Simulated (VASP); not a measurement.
# ZrH2 (Fm-3m) in VASP: further runs, part 2 of 2

VASP 6.6.1.

**3. Single point, r2SCAN**

POSCAR

```
ZrH2
1.0
    0.0000000000      2.4092250000      2.4092250000
    2.4092250000      0.0000000000      2.4092250000
    2.4092250000      2.4092250000      0.0000000000
Zr H
1 2
Direct
    0.0000000000      0.0000000000      0.0000000000
    0.7500000000      0.7500000000      0.7500000000
    0.2500000000      0.2500000000      0.2500000000
```

INCAR.step1

```
PREC = Accurate
ENCUT = 520
ISMEAR = 1
SIGMA = 0.2
LREAL = F
LASPH = T
NELM = 100
NBANDS = 14
GGA = PE
ALGO = Normal
EDIFF = 1E-4
LWAVE = T
LCHARG = F
```

INCAR.step2

```
PREC = Accurate
ENCUT = 520
EDIFF = 1E-6
ISMEAR = 1
SIGMA = 0.2
LREAL = F
LASPH = T
NELM = 100
ALGO = Normal
ISIF = 2
LWAVE = F
LCHARG = F
METAGGA = R2SCAN
LMIXTAU = T
NBANDS = 14
ISTART = 1
```

KPOINTS

```
Automatic mesh
0
Gamma
  11 11 11
```

Potentials or basis: VASP PAW PBE potentials, release 64 (Zr_sv, H).

Started as:

```
$ cat potpaw_PBE.64/Zr_sv/POTCAR potpaw_PBE.64/H/POTCAR > POTCAR
$ cp INCAR.step1 INCAR
$ mpirun -np 1 vasp_std > vasp.out
$ cp INCAR.step2 INCAR
$ mpirun -np 1 vasp_std > vasp.out
```

OUTCAR:

```text
PREC = Accurate
   ENCUT = 520
   EDIFF = 1E-6
   ISMEAR = 1
   LREAL = F
   LASPH = T
   NELM = 100
   ISIF = 2
   METAGGA = R2SCAN
   ISTART = 1

 ion  position               nearest neighbor table
   1  0.000  0.000  0.000-   2 2.09   2 2.09   2 2.09   2 2.09   3 2.09   3 2.09   3 2.09   3 2.09

   2  0.750  0.750  0.750-   1 2.09   1 2.09   1 2.09   1 2.09
   3  0.250  0.250  0.250-   1 2.09   1 2.09   1 2.09   1 2.09

  LATTYP: Found a face centered cubic cell.
 ALAT       =     4.8184500000

  Lattice vectors:

 A1 = (   0.0000000000,   2.4092250000,   2.4092250000)
 A2 = (   2.4092250000,   0.0000000000,   2.4092250000)
 A3 = (   2.4092250000,   2.4092250000,   0.0000000000)

Analysis of symmetry for initial positions (statically):
=====================================================================
 Subroutine PRICEL returns:
 Original cell was already a primitive cell.

 Routine SETGRP: Setting up the symmetry group for a
 face centered cubic supercell.

 Subroutine GETGRP returns: Found 48 space group operations
 (whereof 48 operations were pure point group operations)
 out of a pool of 48 trial point group operations.

The static configuration has the point symmetry O_h .

Analysis of symmetry for dynamics (positions and initial velocities):
=====================================================================
 Subroutine PRICEL returns:
 Original cell was already a primitive cell.

 Routine SETGRP: Setting up the symmetry group for a
 face centered cubic supercell.

 Subroutine GETGRP returns: Found 48 space group operations
 (whereof 48 operations were pure point group operations)
 out of a pool of 48 trial point group operations.

The dynamic configuration has the point symmetry O_h .

 Subroutine INISYM returns: Found 48 space group operations
 (whereof 48 operations are pure point group operations),
 and found     1 'primitive' translations

----------------------------------------------------------------------------------------
[... 121 lines left out ...]
   LHFCALC =     F    Hartree Fock is set to
   AEXX    =    0.0000 exact exchange contribution
   IVDW    =     0    specifies the selected vdW correction
   LEPSILON=     F    determine dielectric tensor
   LRPA    =     F    only Hartree local field effects (RPA)
 non-spin polarized calculation
 Methfessel and Paxton  Order N= 1 SIGMA  =   0.20
  energy-cutoff  :      520.00
  volume of cell :       27.97
 maximum number of plane-waves:       766
 NGX is ok and might be reduce to    28
   NGX = 13   NGY = 13   NGZ = 13

 number of electron      14.0000001 magnetization

 Free energy of the ion-electron system (eV)
  ---------------------------------------------------
  ext. energy  EPLUGINS =         0.00000000
  ---------------------------------------------------
  free energy    TOTEN  =       -31.54307443 eV

  energy without entropy =      -31.53806742  energy(sigma->0) =      -31.54140543

 E-fermi :   8.6012     XC(G=0): -11.8866

 val. band max:        8.5870414547   @ k =  -0.1818   0.0909   0.0000
 cond. band min:       8.6154778567   @ k =   0.1818   0.0000   0.0000
 fundamental gap:      0.0284364020
 Fermi energy:         8.6011800064

 k-point     1 :       0.0000    0.0000    0.0000
  band No.  band energies     occupation
      1     -42.5968      2.00000
      2     -19.6483      2.00000
      3     -19.6483      2.00000
      4     -19.6483      2.00000
      5      -1.7070      2.00000
      6       6.7226      2.00000
      7       8.2834      2.04714
      8       8.2834      2.04714
      9       8.2834      2.04714
     10      10.9083     -0.00000
     11      10.9083     -0.00000
     12      19.6535      0.00000
     13      21.3718      0.00000
     14      21.3718      0.00000
[... 377 lines left out ...]
      1     -42.5440      2.00000
      2     -20.0239      2.00000
      3     -19.7969      2.00000
      4     -19.6893      2.00000
      5       0.1620      2.00000
      6       3.2660      2.00000
      7       8.2393      2.02816
      8       9.3672     -0.00000
      9       9.7510     -0.00000
     10      11.7630     -0.00000
     11      14.0344      0.00000
     12      16.6893      0.00000
     13      19.2322      0.00000
     14      21.3394      0.00000

 [... further k-points ...]
[... 5 lines left out ...]
  --------------------------------------------------------------------------------------
  -------------------------------------------------------------------------------------
  Total       -0.3031108     -0.3031108     -0.3031108     -0.0000000     -0.0000000      0.0000000
  in kB      -17.3640078    -17.3640078    -17.3640078     -0.0000000     -0.0000000      0.0000000
  external PRESSURE =     -17.3640078 kB  Pullay stress =       0.0000000 kB

 VOLUME and BASIS-vectors are now :
 -----------------------------------------------------------------------------
  energy-cutoff  :      520.00
  volume of cell :       27.97
      direct lattice vectors                 reciprocal lattice vectors
     0.000000000  2.409225000  2.409225000    -0.207535618  0.207535618  0.207535618
     2.409225000  0.000000000  2.409225000     0.207535618 -0.207535618  0.207535618
     2.409225000  2.409225000  0.000000000     0.207535618  0.207535618 -0.207535618

 POSITION                                       TOTAL-FORCE (eV/Angst)
 -----------------------------------------------------------------------------------
      0.00000      0.00000      0.00000         0.000000      0.000000      0.000000
      3.61384      3.61384      3.61384        -0.000000     -0.000000     -0.000000
      1.20461      1.20461      1.20461        -0.000000      0.000000      0.000000
 -----------------------------------------------------------------------------------
    total drift:                               -0.000000     -0.000000      0.000000

  FREE ENERGIE OF THE ION-ELECTRON SYSTEM (eV)
  ---------------------------------------------------
  free  energy   TOTEN  =       -31.5430744299 eV

  energy  without entropy=      -31.5380674154  energy(sigma->0) =      -31.54140543
```

OUTCAR.step1:

```text
PREC = Accurate
   ENCUT = 520
   ISMEAR = 1
   LREAL = F
[... 635 lines left out ...]
      0.00000      0.00000      0.00000        -0.000000      0.000000     -0.000000
      3.61384      3.61384      3.61384         0.000000     -0.000000     -0.000000
      1.20461      1.20461      1.20461        -0.000000      0.000000      0.000000
 -----------------------------------------------------------------------------------
    total drift:                               -0.000000     -0.000000      0.000000

  FREE ENERGIE OF THE ION-ELECTRON SYSTEM (eV)
  ---------------------------------------------------
  free  energy   TOTEN  =       -16.9836256209 eV

  energy  without entropy=      -16.9784317644  energy(sigma->0) =      -16.98189434
```

Wall time 68 s (1 thread of AMD EPYC 9R45 (Zen 5), shared host); peak memory 0.15 GiB.

Results:

| Quantity | Value |
| --- | --- |
| Free energy | -31.5431 eV |
| Pressure | -1.7 GPa |
| Band gap on the k mesh | zero (bands 7 and 8 overlap by 0.70 eV) |

Caveat: the PAW data sets were made with another functional, which shifts forces and pressure a little.

**4. Single point, r2SCAN**

POSCAR is that of step 3.

INCAR.step1

```
ALGO = Normal ; EDIFF = 1E-4
ENCUT = 520 ; GGA = PE
ISMEAR = 1 ; LASPH = True
LCHARG = False ; LREAL = False
LWAVE = True ; NBANDS = 14
NELM = 80 ; PREC = Accurate
SIGMA = 0.1
```

INCAR.step2

```
ALGO = Normal ; EDIFF = 1E-6
ENCUT = 520 ; ISIF = 2
ISMEAR = 1 ; ISTART = 1
LASPH = True ; LCHARG = True
LELF = True ; LMIXTAU = True
LREAL = False ; LVHAR = True
LWAVE = False ; METAGGA = R2SCAN
NBANDS = 14 ; NELM = 80
PREC = Accurate ; SIGMA = 0.1
```

KPOINTS

```
k-points
0
Gamma
  11 11 11
```

Started as:

```
$ cat potpaw_PBE.64/Zr_sv/POTCAR potpaw_PBE.64/H/POTCAR > POTCAR
$ cp INCAR.step1 INCAR
$ mpirun -np 1 vasp_std > vasp.out
$ cp INCAR.step2 INCAR
$ mpirun -np 1 vasp_std > vasp.out
```

Run time: 68 s. Hardware: 1 thread of AMD EPYC 9R45 (Zen 5), shared host; peak memory 0.14 GiB.

The run converged. Its results:

```
Free energy            : -31.5406 eV
Pressure               : -1.7 GPa
Band gap on the k mesh : zero (bands 7 and 8 overlap by 0.70 eV)
```

Levels at points of the mesh, in eV from the Fermi level:
```csv
k point,band 5,band 6,band 7,band 8,band 9,band 10
"(0.00, 0.00, 0.00)",-10.31,-1.88,-0.32,-0.32,-0.32,2.30
```

Caveat: the PAW data sets were made with another functional, which shifts forces and pressure a little.

**5. Single point, r2SCAN**

POSCAR is that of step 4.

INCAR.step1

```
  ALGO = Normal
  EDIFF = 1E-4
  ENCUT = 520
  GGA = PE
  ISMEAR = 1
  LASPH = T
  LCHARG = F
  LREAL = F
  LWAVE = T
  NBANDS = 14
  NELM = 100
  PREC = Accurate
  SIGMA = 0.05
```

INCAR.step2

```
  ALGO = Normal
  EDIFF = 1E-7
  ENCUT = 520
  ISIF = 2
  ISMEAR = 1
  ISTART = 1
  LASPH = T
  LCHARG = F
  LMIXTAU = T
  LREAL = F
  LWAVE = F
  METAGGA = R2SCAN
  NBANDS = 14
  NELM = 100
  PREC = Accurate
  SIGMA = 0.05
```

KPOINTS is that of step 4.

Potentials or basis: VASP PAW PBE potentials, release 64 (Zr_sv, H).

Started as:

```
$ cat potpaw_PBE.64/Zr_sv/POTCAR potpaw_PBE.64/H/POTCAR > POTCAR
$ cp INCAR.step1 INCAR
$ mpirun -np 1 vasp_std > vasp.out
$ cp INCAR.step2 INCAR
$ mpirun -np 1 vasp_std > vasp.out
```

OUTCAR:

```text
EDIFF = 1E-7
   ENCUT = 520
   ISIF = 2
   ISMEAR = 1
   ISTART = 1
   LASPH = T
   LREAL = F
   METAGGA = R2SCAN
   NELM = 100
   PREC = Accurate

 ion  position               nearest neighbor table
   1  0.000  0.000  0.000-   2 2.09   2 2.09   2 2.09   2 2.09   3 2.09   3 2.09   3 2.09   3 2.09

   2  0.750  0.750  0.750-   1 2.09   1 2.09   1 2.09   1 2.09
   3  0.250  0.250  0.250-   1 2.09   1 2.09   1 2.09   1 2.09

  LATTYP: Found a face centered cubic cell.
 ALAT       =     4.8184500000

  Lattice vectors:

 A1 = (   0.0000000000,   2.4092250000,   2.4092250000)
 A2 = (   2.4092250000,   0.0000000000,   2.4092250000)
 A3 = (   2.4092250000,   2.4092250000,   0.0000000000)

Analysis of symmetry for initial positions (statically):
=====================================================================
 Subroutine PRICEL returns:
 Original cell was already a primitive cell.

 Routine SETGRP: Setting up the symmetry group for a
 face centered cubic supercell.

 Subroutine GETGRP returns: Found 48 space group operations
[... 172 lines left out ...]
 fundamental gap:      0.0284962435
 Fermi energy:         8.6105120250

 k-point     1 :       0.0000    0.0000    0.0000
  band No.  band energies     occupation
      1     -42.5967      2.00000
      2     -19.6483      2.00000
      3     -19.6483      2.00000
      4     -19.6483      2.00000
      5      -1.7071      2.00000
      6       6.7225      2.00000
      7       8.2835      2.00000
      8       8.2835      2.00000
      9       8.2835      2.00000
     10      10.9081      0.00000
     11      10.9081      0.00000
     12      19.6536      0.00000
     13      21.3717      0.00000
     14      21.3717      0.00000
[... 377 lines left out ...]
      1     -42.5440      2.00000
      2     -20.0239      2.00000
      3     -19.7969      2.00000
      4     -19.6893      2.00000
      5       0.1619      2.00000
      6       3.2660      2.00000
      7       8.2393      2.00000
      8       9.3673     -0.00000
      9       9.7507      0.00000
     10      11.7630      0.00000
     11      14.0345      0.00000
     12      16.6893      0.00000
     13      19.2322      0.00000
     14      21.3394      0.00000

 [... further k-points ...]
[... 5 lines left out ...]
  --------------------------------------------------------------------------------------
  -------------------------------------------------------------------------------------
  Total       -0.3042428     -0.3042428     -0.3042428      0.0000000      0.0000000      0.0000000
  in kB      -17.4288536    -17.4288536    -17.4288536      0.0000000      0.0000000      0.0000000
  external PRESSURE =     -17.4288536 kB  Pullay stress =       0.0000000 kB

 VOLUME and BASIS-vectors are now :
 -----------------------------------------------------------------------------
  energy-cutoff  :      520.00
  volume of cell :       27.97
      direct lattice vectors                 reciprocal lattice vectors
     0.000000000  2.409225000  2.409225000    -0.207535618  0.207535618  0.207535618
     2.409225000  0.000000000  2.409225000     0.207535618 -0.207535618  0.207535618
     2.409225000  2.409225000  0.000000000     0.207535618  0.207535618 -0.207535618

 POSITION                                       TOTAL-FORCE (eV/Angst)
 -----------------------------------------------------------------------------------
      0.00000      0.00000      0.00000        -0.000000     -0.000000      0.000000
      3.61384      3.61384      3.61384        -0.000000     -0.000000     -0.000000
      1.20461      1.20461      1.20461         0.000000      0.000000      0.000000
 -----------------------------------------------------------------------------------
    total drift:                               -0.000000     -0.000000      0.000000

  FREE ENERGIE OF THE ION-ELECTRON SYSTEM (eV)
  ---------------------------------------------------
  free  energy   TOTEN  =       -31.5397441295 eV

  energy  without entropy=      -31.5393367001  energy(sigma->0) =      -31.53960832
```

Wall time 79 s (1 thread of AMD EPYC 9R45 (Zen 5), shared host); peak memory 0.14 GiB.

What came out:

| Item | Value |
| --- | --- |
| Free energy | -31.5397 eV |
| Pressure | -1.7 GPa |
| Band gap on the k mesh | zero (bands 7 and 8 overlap by 0.70 eV) |

Levels at points of the mesh, in eV from the Fermi level:
| k point | band 3 | band 4 | band 5 | band 6 | band 7 | band 8 | band 9 | band 10 | band 11 | band 12 |
| --- | --- | --- | --- | --- | --- | --- | --- | --- | --- | --- |
| (0.00, 0.00, 0.00) | -28.26 | -28.26 | -10.32 | -1.89 | -0.33 | -0.33 | -0.33 | 2.30 | 2.30 | 11.04 |

Caveat: the PAW data sets were made with another functional, which shifts forces and pressure a little.

**6. Summary**

```tsv
smearing	gap on the mesh (eV)	pressure (GPa)
methfessel-paxton 0.3 eV	none	-1.7
methfessel-paxton 0.2 eV	none	-1.7
methfessel-paxton 0.1 eV	none	-1.7
methfessel-paxton 0.05 eV	none	-1.7
```

Alike in all rows: task single point; level r2SCAN; potentials or basis VASP PAW PBE potentials, release 64 (Zr_sv, H); no spin polarisation; cell as given; k mesh 11 × 11 × 11; cutoff (eV) 520.

Caveats: the PAW data sets were made with another functional, which shifts forces and pressure a little; so wide a smearing shifts energies and pressures (at least some runs).

Absolute energies hang on the potentials; compare differences alone.
